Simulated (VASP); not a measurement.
# Y (Fm-3m) in VASP: notebook

Runs on Y. Level: r2SCAN. Tasks: single point.

Everything below comes from runs of VASP 6.6.1. Logs are shortened: lines on timing, memory, paths and dates and some standing lists are left out, and cuts for length are marked.

**1. The cell of the first run**

It takes space group Fm-3m (No. 225, cubic). Conventional cell: a = 4.888 Å, b = 4.888 Å, c = 4.888 Å, α = 90.00°, β = 90.00°, γ = 90.00°. Y (site symmetry m-3m) has 12 Y at 3.46 Å within 4.5 Å.

This isn't the form of Y at room conditions, which is hcp.

**2. Single point, r2SCAN (29.20 Å³/atom)**

The input, POSCAR:

```
Y
1.0
    0.0000000000      2.4440573964      2.4440573964
    2.4440573964      0.0000000000      2.4440573964
    2.4440573964      2.4440573964      0.0000000000
Y
1
Direct
    0.0000000000      0.0000000000      0.0000000000
```

The input, INCAR.step1:

```
PREC = Accurate
ENCUT = 520
ISMEAR = 0
SIGMA = 0.1
LREAL = False
LASPH = True
NELM = 60
NBANDS = 12
GGA = PE
ALGO = Normal
EDIFF = 1E-4
LWAVE = True
LCHARG = False
```

The input, INCAR.step2:

```
PREC = Accurate
ENCUT = 520
EDIFF = 1E-6
ISMEAR = 0
SIGMA = 0.1
LREAL = False
LASPH = True
NELM = 60
ALGO = Normal
ISIF = 2
LWAVE = False
LCHARG = False
METAGGA = R2SCAN
LMIXTAU = True
NBANDS = 12
ISTART = 1
```

The input, KPOINTS:

```
Automatic mesh
0
Gamma
  14 14 14
```

Potentials or basis: VASP PAW PBE potentials, release 64 (Y_sv).

Started as:

```sh
cat potpaw_PBE.64/Y_sv/POTCAR > POTCAR
cp INCAR.step1 INCAR
mpirun -np 1 vasp_std > vasp.out
cp INCAR.step2 INCAR
mpirun -np 1 vasp_std > vasp.out
```

OUTCAR:

```text
PREC = Accurate
   ENCUT = 520
   EDIFF = 1E-6
   ISMEAR = 0
   LREAL = False
   LASPH = True
   NELM = 60
   ISIF = 2
   METAGGA = R2SCAN
   ISTART = 1

 ion  position               nearest neighbor table
   1  0.000  0.000  0.000-

  LATTYP: Found a face centered cubic cell.
 ALAT       =     4.8881147928

  Lattice vectors:

 A1 = (   0.0000000000,   2.4440573964,   2.4440573964)
 A2 = (   2.4440573964,   0.0000000000,   2.4440573964)
 A3 = (   2.4440573964,   2.4440573964,   0.0000000000)

Analysis of symmetry for initial positions (statically):
=====================================================================
 Subroutine PRICEL returns:
 Original cell was already a primitive cell.

 Routine SETGRP: Setting up the symmetry group for a
 face centered cubic supercell.

 Subroutine GETGRP returns: Found 48 space group operations
 (whereof 48 operations were pure point group operations)
 out of a pool of 48 trial point group operations.

The static configuration has the point symmetry O_h .

Analysis of symmetry for dynamics (positions and initial velocities):
=====================================================================
 Subroutine PRICEL returns:
 Original cell was already a primitive cell.

 Routine SETGRP: Setting up the symmetry group for a
 face centered cubic supercell.

 Subroutine GETGRP returns: Found 48 space group operations
 (whereof 48 operations were pure point group operations)
 out of a pool of 48 trial point group operations.

The dynamic configuration has the point symmetry O_h .

 Subroutine INISYM returns: Found 48 space group operations
 (whereof 48 operations are pure point group operations),
 and found     1 'primitive' translations

----------------------------------------------------------------------------------------

                                     Primitive cell

  volume of cell :      29.1987

  direct lattice vectors                    reciprocal lattice vectors
     0.000000000  2.444057396  2.444057396    -0.204577847  0.204577847  0.204577847
     2.444057396  0.000000000  2.444057396     0.204577847 -0.204577847  0.204577847
     2.444057396  2.444057396  0.000000000     0.204577847  0.204577847 -0.204577847

  length of vectors
     3.456419117  3.456419117  3.456419117     0.354339225  0.354339225  0.354339225

  position of ions in fractional coordinates (direct lattice)
     0.000000000  0.000000000  0.000000000

  ion indices of the primitive-cell ions
   primitive index   ion index
[... 81 lines left out ...]
   POTIM  = 0.5000    time-step for ionic-motion
   TEBEG  =    0.0;   TEEND  =   0.0 temperature during run
   PSTRESS=    0.0 pullay stress
   NELECT =      11.0000    total number of electrons
   NUPDOWN=      -1.0000    fix difference up-down
   EMIN   =  10.00;   EMAX   =-10.00  energy-range for DOS
   EFERMI =   0.00;   METHOD = LEGACY
   ISMEAR =     0;   SIGMA  =   0.10  broadening in eV -4-tet -1-fermi 0-gaus
   EFERMI_NEDOS =   21; number of points for ismear=-14 and -15
   IALGO  =     38    algorithm
   IMIX   =      4    mixing-type and parameters
     AMIX     =   0.40;   BMIX     =  1.00
     AMIX_MAG =   1.60;   BMIX_MAG =  1.00
  volume/ion in A,a.u.               =      29.20       197.04
  Fermi-wavevector in a.u.,A,eV,Ry     =   1.182363  2.234343 19.020718  1.397983
  Thomas-Fermi vector in A             =   2.318619
   LORBIT       =      0    0 simple, 1 ext, 2 COOP (PROOUT), +10 PAW based schemes
   METAGGA = R2SCAN    functional components
   LHFCALC =     F    Hartree Fock is set to
   AEXX    =    0.0000 exact exchange contribution
   IVDW    =     0    specifies the selected vdW correction
   LEPSILON=     F    determine dielectric tensor
   LRPA    =     F    only Hartree local field effects (RPA)
 non-spin polarized calculation
 Gauss-broadening in eV      SIGMA  =   0.10
  energy-cutoff  :      520.00
  volume of cell :       29.20
 maximum number of plane-waves:       801
 NGX is ok and might be reduce to    28
   NGX = 13   NGY = 13   NGZ = 13

 number of electron      11.0000001 magnetization

 Free energy of the ion-electron system (eV)
  ---------------------------------------------------
  ext. energy  EPLUGINS =         0.00000000
  ---------------------------------------------------
  free energy    TOTEN  =       -20.15757065 eV

  energy without entropy =      -20.14993709  energy(sigma->0) =      -20.15375387

 E-fermi :   3.7020     XC(G=0): -10.5829

 val. band max:        3.7016818975   @ k =   0.5000   0.2143   0.0714
 cond. band min:       3.7095159146   @ k =   0.5000   0.2857   0.1429
 fundamental gap:      0.0078340171
 Fermi energy:         3.7019745909

 k-point     1 :       0.0000    0.0000    0.0000
  band No.  band energies     occupation
      1     -40.2199      2.00000
      2     -19.1563      2.00000
      3     -19.1563      2.00000
      4     -19.1563      2.00000
      5      -1.4329      2.00000
      6       5.8608      0.00000
      7       5.8608      0.00000
      8       5.8608      0.00000
      9       8.2861      0.00000
     10       8.2861      0.00000
     11      13.2938      0.00000
     12      17.2082      0.00000
[... 331 lines left out ...]
 k-point    24 :       0.2857    0.1429    0.0000
  band No.  band energies     occupation
      1     -40.1529      2.00000
      2     -19.5891      2.00000
      3     -19.2676      2.00000
      4     -19.2597      2.00000
      5       0.4408      2.00000
      6       4.2053      0.00000
      7       5.8099      0.00000
      8       6.5987      0.00000
      9       7.5246      0.00000
     10       8.9629      0.00000
     11      14.9565      0.00000
     12      17.0219      0.00000

 [... further k-points ...]

------------------------ aborting loop because EDIFF is reached ----------------------------------------

  FORCE on cell =-STRESS in cart. coord.  units (eV):
  Direction    XX          YY          ZZ          XY          YZ          ZX
  --------------------------------------------------------------------------------------
  -------------------------------------------------------------------------------------
  Total        1.0912165      1.0912165      1.0912165     -0.0000000     -0.0000000      0.0000000
  in kB       59.8766262     59.8766262     59.8766262     -0.0000000     -0.0000000      0.0000000
  external PRESSURE =      59.8766262 kB  Pullay stress =       0.0000000 kB

 VOLUME and BASIS-vectors are now :
 -----------------------------------------------------------------------------
  energy-cutoff  :      520.00
  volume of cell :       29.20
      direct lattice vectors                 reciprocal lattice vectors
     0.000000000  2.444057396  2.444057396    -0.204577847  0.204577847  0.204577847
     2.444057396  0.000000000  2.444057396     0.204577847 -0.204577847  0.204577847
     2.444057396  2.444057396  0.000000000     0.204577847  0.204577847 -0.204577847

 POSITION                                       TOTAL-FORCE (eV/Angst)
 -----------------------------------------------------------------------------------
      0.00000      0.00000      0.00000         0.000000      0.000000      0.000000
 -----------------------------------------------------------------------------------
    total drift:                               -0.000000     -0.000000     -0.000000

  FREE ENERGIE OF THE ION-ELECTRON SYSTEM (eV)
  ---------------------------------------------------
  free  energy   TOTEN  =       -20.1575706473 eV

  energy  without entropy=      -20.1499370881  energy(sigma->0) =      -20.15375387
```

Run time: 5.3 min. Hardware: 1 thread of Intel Xeon 8259CL, shared host; peak memory 0.21 GiB.

Results:

* Free energy: -20.1576 eV
* Pressure: 6.0 GPa
* Band gap on the k mesh: zero (an odd number of electrons rules out a gap without spin polarisation)

Levels at points of the mesh, in eV from the Fermi level:
```csv
k point,band 1,band 2,band 3,band 4,band 5,band 6,band 7,band 8,band 9,band 10
"(0.00, 0.00, 0.00)",-43.92,-22.86,-22.86,-22.86,-5.13,2.16,2.16,2.16,4.58,4.58
"(0.50, 0.00, 0.00)",-43.81,-23.71,-22.96,-22.96,-2.15,0.81,1.93,1.93,6.26,6.26
"(0.50, 0.50, 0.00)",-43.77,-23.65,-23.15,-23.15,-2.10,-1.08,2.58,6.30,6.73,6.73
```

Caveat: the cell stands under pressure; the PAW data sets were made with another functional, which shifts forces and pressure a little.

**3. Single point, r2SCAN (30.19 Å³/atom)**

This run uses another cell than the first one, of 30.19 Å³/atom.

The input, POSCAR:

```
Y
1.0
    0.0000000000      2.4715210142      2.4715210142
    2.4715210142      0.0000000000      2.4715210142
    2.4715210142      2.4715210142      0.0000000000
Y
1
Direct
    0.0000000000      0.0000000000      0.0000000000
```

The input, INCAR.step1:

```
SYSTEM = Y
PREC = Accurate ; ENCUT = 520
ISMEAR = 0 ; SIGMA = 0.1
LREAL = .False. ; LASPH = .True.
NELM = 60 ; NBANDS = 12
GGA = PE ; ALGO = Normal
EDIFF = 1E-4 ; LWAVE = .True.
LCHARG = .False.
```

The input, INCAR.step2:

```
SYSTEM = Y
PREC = Accurate ; ENCUT = 520
EDIFF = 1E-6 ; ISMEAR = 0
SIGMA = 0.1 ; LREAL = .False.
LASPH = .True. ; NELM = 60
ALGO = Normal ; ISIF = 2
LWAVE = .False. ; LCHARG = .False.
METAGGA = R2SCAN ; LMIXTAU = .True.
NBANDS = 12 ; ISTART = 1
```

The input, KPOINTS:

```
Automatic mesh
0
Gamma
  14 14 14
  0 0 0
```

Potentials or basis: VASP PAW PBE potentials, release 64 (Y_sv).

Started as:

```sh
cat potpaw_PBE.64/Y_sv/POTCAR > POTCAR
cp INCAR.step1 INCAR
mpirun -np 1 vasp_std > vasp.out
cp INCAR.step2 INCAR
mpirun -np 1 vasp_std > vasp.out
```

Wall time 6 min (1 thread of Intel Xeon 8259CL, shared host); peak memory 0.21 GiB.

The run converged. Its results:

- Free energy: -20.1891 eV
- Pressure: 4.2 GPa
- Band gap on the k mesh: zero (an odd number of electrons rules out a gap without spin polarisation)

Levels at points of the mesh, in eV from the Fermi level:
| k point | band 2 | band 3 | band 4 | band 5 | band 6 | band 7 | band 8 | band 9 |
| --- | --- | --- | --- | --- | --- | --- | --- | --- |
| (0.00, 0.00, 0.00) | -22.97 | -22.97 | -22.97 | -5.10 | 2.12 | 2.12 | 2.12 | 4.46 |
| (0.50, 0.00, 0.00) | -23.73 | -23.07 | -23.07 | -2.11 | 0.68 | 1.91 | 1.91 | 6.06 |
| (0.50, 0.50, 0.00) | -23.68 | -23.24 | -23.24 | -2.01 | -1.01 | 2.39 | 6.10 | 6.52 |

Caveat: the cell stands under pressure; the PAW data sets were made with another functional, which shifts forces and pressure a little.

**4. Single point, r2SCAN (31.19 Å³/atom)**

This run uses another cell than the first one, of 31.19 Å³/atom.

The input, POSCAR:

```
Y
1.0
    0.0000000000      2.4983874779      2.4983874779
    2.4983874779      0.0000000000      2.4983874779
    2.4983874779      2.4983874779      0.0000000000
Y
1
Direct
    0.0000000000      0.0000000000      0.0000000000
```

The input, INCAR.step1:

```
PREC = Accurate
ENCUT = 520
ISMEAR = 0
SIGMA = 0.1
LREAL = False
LASPH = True
NELM = 100
NBANDS = 12
GGA = PE
ALGO = Normal
EDIFF = 1E-4
LWAVE = True
LCHARG = False
```

The input, INCAR.step2:

```
PREC = Accurate
ENCUT = 520
EDIFF = 1E-6
ISMEAR = 0
SIGMA = 0.1
LREAL = False
LASPH = True
NELM = 100
ALGO = Normal
ISIF = 2
LWAVE = False
LCHARG = True
METAGGA = R2SCAN
LMIXTAU = True
LELF = True
LVHAR = True
NBANDS = 12
ISTART = 1
```

The input, KPOINTS:

```
regular mesh
0
Gamma
  14 14 14
```

Started as:

```sh
cat potpaw_PBE.64/Y_sv/POTCAR > POTCAR
cp INCAR.step1 INCAR
mpirun -np 1 vasp_std > vasp.out
cp INCAR.step2 INCAR
mpirun -np 1 vasp_std > vasp.out
```

Run time: 4.8 min. Hardware: 1 thread of Intel Xeon 8259CL, shared host; peak memory 0.21 GiB.

Results (log left out):

```yaml
Free_energy: -20.2105 eV
Pressure: 2.7 GPa
Band_gap_on_the_k_mesh: zero (an odd number of electrons rules out a gap without spin polarisation)
```

Levels at points of the mesh, in eV from the Fermi level:
| k point | band 1 | band 2 | band 3 | band 4 | band 5 | band 6 | band 7 | band 8 | band 9 | band 10 |
| --- | --- | --- | --- | --- | --- | --- | --- | --- | --- | --- |
| (0.00, 0.00, 0.00) | -44.08 | -23.08 | -23.08 | -23.08 | -5.07 | 2.09 | 2.09 | 2.09 | 4.34 | 4.34 |
| (0.50, 0.00, 0.00) | -43.99 | -23.77 | -23.17 | -23.17 | -2.07 | 0.57 | 1.89 | 1.89 | 5.88 | 5.88 |
| (0.50, 0.50, 0.00) | -43.96 | -23.72 | -23.32 | -23.32 | -1.92 | -0.94 | 2.22 | 5.91 | 6.31 | 6.31 |

Caveat: the PAW data sets were made with another functional, which shifts forces and pressure a little.

**5. The runs side by side**

```csv
cell,gap on the mesh (eV),pressure (GPa)
"a = 3.456 Å, angles 60.0°, 1 atom",none,6.0
"a = 3.495 Å, angles 60.0°, 1 atom",none,4.2
"a = 3.533 Å, angles 60.0°, 1 atom",none,2.7
```

Alike in all rows: task single point; level r2SCAN; potentials or basis VASP PAW PBE potentials, release 64 (Y_sv); no spin polarisation; k mesh 14 × 14 × 14; cutoff (eV) 520; smearing gaussian 0.1 eV.

Caveats: the PAW data sets were made with another functional, which shifts forces and pressure a little; the cell stands under pressure (at least some runs).

Total energies depend on the potentials used, so only differences within one code and one set of settings carry meaning.
